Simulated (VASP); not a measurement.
# AlIn2Sb2As (P4/mmm) in VASP: further runs, part 2 of 2

VASP 6.6.1.

### Step 4. Single point, PBE

This run uses another cell than the first one, of 29.93 Å³/atom.

The input, INCAR:

```
SYSTEM = AlIn2Sb2As
  PREC = Accurate
  ENCUT = 520
  EDIFF = 1E-6
  ISMEAR = 0
  SIGMA = 0.1
  LREAL = .FALSE.
  LASPH = .TRUE.
  NELM = 60
  ALGO = Normal
  ISIF = 2
  LWAVE = .FALSE.
  LCHARG = .FALSE.
  GGA = PE
  NBANDS = 31
```

The input, KPOINTS:

```
Automatic mesh
0
G
  4 4 4
  0 0 0
```

The input, POSCAR:

```
AlIn2Sb2As
1.0
    5.7048996559      0.0000000000      0.0000000000
    0.0000000000      5.7048996559      0.0000000000
    0.0000000000      0.0000000000      5.5173362649
Al In Sb As
1 2 2 1
Direct
    0.5000000000      0.5000000000      0.0000000000
    0.0000000000      0.5000000000      0.0000000000
    0.5000000000      0.0000000000      0.0000000000
    0.0000000000      0.0000000000      0.2556997075
    0.0000000000      0.0000000000      0.7443002925
    0.5000000000      0.5000000000      0.5000000000
```

Potentials or basis: VASP PAW PBE potentials, release 64 (Al, In_d, Sb, As).

Started as:

```sh
$ cat potpaw_PBE.64/Al/POTCAR potpaw_PBE.64/In_d/POTCAR potpaw_PBE.64/Sb/POTCAR potpaw_PBE.64/As/POTCAR > POTCAR
$ mpirun -np 1 vasp_std > vasp.out
```

OUTCAR:

```text
SYSTEM = AlIn2Sb2As
   PREC = Accurate
   ENCUT = 520
   EDIFF = 1E-6
   ISMEAR = 0
   LREAL = .FALSE.
   LASPH = .TRUE.
   NELM = 60
   ISIF = 2
   GGA = PE

 ion  position               nearest neighbor table
   1  0.500  0.500  0.000-   6 2.76   6 2.76   2 2.85   3 2.85   3 2.85   2 2.85
   2  0.000  0.500  0.000-   1 2.85   1 2.85   5 3.18   4 3.18   5 3.18   4 3.18
   3  0.500  0.000  0.000-   1 2.85   1 2.85   5 3.18   4 3.18   4 3.18   5 3.18
   4  0.000  0.000  0.256-   5 2.70   5 2.82   2 3.18   3 3.18   2 3.18   3 3.18
   5  0.000  0.000  0.744-   4 2.70   4 2.82   3 3.18   2 3.18   2 3.18   3 3.18
   6  0.500  0.500  0.500-   1 2.76   1 2.76

[... 810 lines left out ...]
  Total        0.0344676      0.0344676      0.0566603      0.0000000      0.0000000     -0.0000000
  in kB        0.3075359      0.3075359      0.5055502      0.0000000      0.0000000     -0.0000000
  external PRESSURE =       0.3735407 kB  Pullay stress =       0.0000000 kB

 VOLUME and BASIS-vectors are now :
 -----------------------------------------------------------------------------
  energy-cutoff  :      520.00
  volume of cell :      179.57
      direct lattice vectors                 reciprocal lattice vectors
     5.704899656  0.000000000  0.000000000     0.175287921  0.000000000  0.000000000
     0.000000000  5.704899656  0.000000000     0.000000000  0.175287921  0.000000000
     0.000000000  0.000000000  5.517336265     0.000000000  0.000000000  0.181246883

 POSITION                                       TOTAL-FORCE (eV/Angst)
 -----------------------------------------------------------------------------------
      2.85245      2.85245      0.00000         0.000000      0.000000      0.000000
      0.00000      2.85245      0.00000         0.000000      0.000000      0.000000
      2.85245      0.00000      0.00000         0.000000      0.000000      0.000000
      0.00000      0.00000      1.41078         0.000000     -0.000000     -0.050246
      0.00000      0.00000      4.10655        -0.000000     -0.000000      0.050246
      2.85245      2.85245      2.75867         0.000000      0.000000      0.000000
 -----------------------------------------------------------------------------------
    total drift:                                0.000000      0.000000     -0.000000

  FREE ENERGIE OF THE ION-ELECTRON SYSTEM (eV)
  ---------------------------------------------------
  free  energy   TOTEN  =       -19.1025472508 eV

  energy  without entropy=      -19.0713482565  energy(sigma->0) =      -19.08694775
```

OSZICAR:

```text
N       E                     dE             d eps       ncg     rms          rms(c)
DAV:   1     0.337117276593E+03    0.33712E+03   -0.18145E+04  1116   0.138E+03
DAV:   2     0.136581063645E+02   -0.32346E+03   -0.31286E+03  1193   0.344E+02
DAV:   3    -0.179876499765E+02   -0.31646E+02   -0.30606E+02  1421   0.119E+02
DAV:   4    -0.192815122386E+02   -0.12939E+01   -0.12856E+01  1277   0.257E+01
DAV:   5    -0.193493554053E+02   -0.67843E-01   -0.67815E-01  1811   0.577E+00    0.494E+00
DAV:   6    -0.191484073060E+02    0.20095E+00   -0.84110E-01  1527   0.530E+00    0.299E+00
DAV:   7    -0.191134099249E+02    0.34997E-01   -0.30885E-01  1322   0.185E+00    0.149E+00
DAV:   8    -0.191025935751E+02    0.10816E-01   -0.49609E-02  1382   0.123E+00    0.463E-01
DAV:   9    -0.191024424336E+02    0.15114E-03   -0.61713E-03  1386   0.471E-01    0.177E-01
DAV:  10    -0.191025023418E+02   -0.59908E-04   -0.84748E-04  1533   0.233E-01    0.918E-02
DAV:  11    -0.191025479285E+02   -0.45587E-04   -0.22154E-04  1324   0.769E-02    0.217E-02
DAV:  12    -0.191025459439E+02    0.19846E-05   -0.35591E-05  1426   0.260E-02    0.850E-03
DAV:  13    -0.191025471011E+02   -0.11573E-05   -0.62488E-06  1196   0.130E-02    0.330E-03
DAV:  14    -0.191025472508E+02   -0.14973E-06   -0.46706E-07   866   0.385E-03
   1 F= -.19102547E+02 E0= -.19086948E+02  d E =-.311990E-01
```

It took 51 s on 1 thread of Intel Xeon 6975P-C (Granite Rapids), shared host; peak memory 0.32 GiB.

Results:

```
Free energy            : -19.1025 eV
Pressure               : 0.0 GPa
Largest force          : 0.050 eV/Å
Band gap on the k mesh : zero (bands 22 and 23 overlap by 1.53 eV)
```

Forces in eV/Å, atoms in the order of the input:
```
Al   0.000  0.000  0.000
In   0.000  0.000  0.000
In   0.000  0.000  0.000
Sb   0.000  0.000 -0.050
Sb   0.000  0.000  0.050
As   0.000  0.000  0.000
```

Levels at points of the mesh, in eV from the Fermi level:
| k point | band 18 | band 19 | band 20 | band 21 | band 22 | band 23 | band 24 | band 25 | band 26 | band 27 |
| --- | --- | --- | --- | --- | --- | --- | --- | --- | --- | --- |
| (0.00, 0.00, 0.00) | -3.76 | -2.66 | -0.91 | -0.91 | 0.59 | 0.82 | 0.82 | 0.91 | 0.91 | 2.67 |
| (0.50, 0.00, 0.00) | -2.91 | -2.48 | -2.11 | -0.02 | 0.09 | 0.47 | 0.99 | 1.03 | 2.23 | 2.64 |
| (0.50, 0.50, 0.00) | -2.57 | -0.72 | -0.72 | -0.38 | -0.38 | 0.16 | 0.16 | 2.70 | 3.26 | 3.27 |
| (0.00, 0.00, 0.50) | -1.77 | -1.77 | -1.15 | 0.05 | 0.08 | 0.08 | 0.36 | 0.36 | 1.32 | 1.54 |
| (0.50, 0.00, 0.50) | -2.12 | -1.31 | -1.27 | -1.13 | -0.72 | 0.75 | 1.34 | 1.35 | 1.66 | 2.66 |
| (0.50, 0.50, 0.50) | -2.98 | 0.65 | 0.65 | 0.85 | 1.01 | 1.25 | 1.54 | 1.54 | 3.00 | 3.20 |

Caveat: spin-orbit coupling is left out, which moves the levels of the heavy elements.

### Step 5. Relaxation of cell and atoms, PBE

The input, INCAR:

```
SYSTEM = AlIn2Sb2As
  PREC = Accurate
  ENCUT = 600
  EDIFF = 1E-7
  ISMEAR = 0
  SIGMA = 0.1
  LREAL = .FALSE.
  LASPH = .TRUE.
  NELM = 100
  ALGO = Normal
  ISIF = 3
  LWAVE = .FALSE.
  LCHARG = .FALSE.
  GGA = PE
  IBRION = 2
  NSW = 90
  EDIFFG = -0.04
```

The input, KPOINTS:

```
regular mesh
0
G
  4 4 2
  0 0 0
```

The input, POSCAR:

```
AlIn2Sb2As
1.0
    4.2642510700      0.0000000000      0.0000000000
    0.0000000000      4.2642510700      0.0000000000
    0.0000000000      0.0000000000      7.5398768800
Al In Sb As
1 2 2 1
Direct
    0.5000000000      0.5000000000      0.0000000000
    0.0000000000      0.5000000000      0.0000000000
    0.5000000000      0.0000000000      0.0000000000
    0.0000000000      0.0000000000      0.2425250000
    0.0000000000      0.0000000000      0.7574750000
    0.5000000000      0.5000000000      0.5000000000
```

Started as:

```sh
$ cat potpaw_PBE.64/Al/POTCAR potpaw_PBE.64/In_d/POTCAR potpaw_PBE.64/Sb/POTCAR potpaw_PBE.64/As/POTCAR > POTCAR
$ mpirun -np 1 vasp_std > vasp.out
```

Run time: 4.5 min. Hardware: 1 thread of Intel Xeon 6975P-C (Granite Rapids), shared host; peak memory 0.31 GiB.

It converged, with:

| Property | Result |
| --- | --- |
| Free energy | -18.2035 eV |
| Relaxed volume | 30.11 Å³/atom |
| Relaxed cell | a = 5.388 Å, b = 5.388 Å, c = 6.224 Å, α = 90.00°, β = 90.00°, γ = 90.00° |
| Space group after relaxing (to 0.1 Å) | P4/mmm (No. 123) |
| Energy gained by relaxing | 1446.6 meV/atom |
| Ionic steps | 11 |
| Pressure after relaxing | 0.1 GPa |
| Largest force after relaxing | 0.027 eV/Å |
| Band gap on the k mesh | zero (bands 22 and 23 overlap by 1.50 eV) |

Forces on the atoms (eV/Å):
```
Al   0.000  0.000  0.000
In   0.000  0.000  0.000
In   0.000  0.000  0.000
Sb   0.000  0.000 -0.027
Sb   0.000  0.000  0.027
As   0.000  0.000  0.000
```

Step by step:
```csv
step,energy change (eV),largest force (eV/Å),pressure (GPa),volume (Å³)
1,0.0000,5.0061,37.78,137.10
2,-5.7031,0.3370,-5.72,270.37
3,-7.0532,0.7861,-1.48,204.10
4,-7.0554,0.6805,-2.35,209.73
5,-7.0591,0.7204,-2.03,207.52
6,-7.7554,0.9235,-2.08,198.62
7,-8.5111,1.1031,3.98,168.02
8,-8.6310,0.8936,0.26,179.08
9,-8.6463,0.5485,1.00,176.22
10,-8.6785,0.1337,-0.04,181.41
11,-8.6794,0.0275,0.08,180.66
```

Final structure:
```cif
data_structure
_symmetry_space_group_name_H-M 'P 1'
_symmetry_Int_Tables_number 1
_cell_length_a 5.3876
_cell_length_b 5.3876
_cell_length_c 6.2241
_cell_angle_alpha 90.000
_cell_angle_beta 90.000
_cell_angle_gamma 90.000
_cell_volume 180.66
loop_
_atom_site_label
_atom_site_type_symbol
_atom_site_fract_x
_atom_site_fract_y
_atom_site_fract_z
_atom_site_occupancy
Al1 Al 0.50000 0.50000 0.00000 1
In1 In 0.00000 0.50000 0.00000 1
In2 In 0.50000 0.00000 0.00000 1
Sb1 Sb 0.00000 0.00000 0.28249 1
Sb2 Sb 0.00000 0.00000 0.71751 1
As1 As 0.50000 0.50000 0.50000 1
```

Levels at points of the mesh, in eV from the Fermi level:
```csv
k point,band 20,band 21,band 22,band 23,band 24,band 25
"(0.00, 0.00, 0.00)",-0.28,-0.28,-0.01,-0.01,0.42,0.42
"(0.50, 0.00, 0.00)",-1.93,-0.17,0.05,0.23,0.41,0.59
"(0.50, 0.50, 0.00)",-1.41,-1.30,-1.30,1.06,1.06,3.72
"(0.00, 0.00, 0.50)",-1.73,-1.25,0.46,0.46,0.66,0.66
"(0.50, 0.00, 0.50)",-1.34,-1.24,-0.97,-0.62,0.13,0.80
"(0.50, 0.50, 0.50)",0.07,0.08,0.87,0.87,1.81,1.86
```

Caveat: the k points lie up to 0.50 Å⁻¹ apart in the final cell, too coarse for converged energies and pressures of a metal; the volume moved by over 15 % at a fixed basis, so the end points are rough; spin-orbit coupling is left out, which moves the levels of the heavy elements.

### Step 6. The runs side by side

```csv
task,cell,k mesh,cutoff (eV),gap on the mesh (eV),pressure (GPa),largest force (eV/Å)
single point,"a = 4.264, b = 4.264, c = 7.540 Å, 6 atoms, atomic positions A",4 × 4 × 2,520,none,37.6,5.01
single point,"a = 5.261, b = 5.261, c = 6.549 Å, 6 atoms, atomic positions B",4 × 4 × 2,520,none,0.0,0.03
single point,"a = 5.705, b = 5.705, c = 5.517 Å, 6 atoms, atomic positions C",4 × 4 × 4,520,none,0.0,0.05
relaxation of cell and atoms,"relaxed from a = 4.264, b = 4.264, c = 7.540 Å, 6 atoms, atomic positions A",4 × 4 × 2,600,none,0.1,0.03
```

Alike in all rows: level PBE; potentials or basis VASP PAW PBE potentials, release 64 (Al, In_d, Sb, As); no spin polarisation; smearing gaussian 0.1 eV.

Caveats: some runs use coarse meshes; spin-orbit coupling is left out, which moves the levels of the heavy elements; forces of over 1 eV/Å act on the atoms, so gaps and moduli don't describe the material at rest (at least some runs); the volume moved by over 15 % at a fixed basis, so the end points are rough (at least some runs).

Total energies depend on the potentials used, so only differences within one code and one set of settings carry meaning.
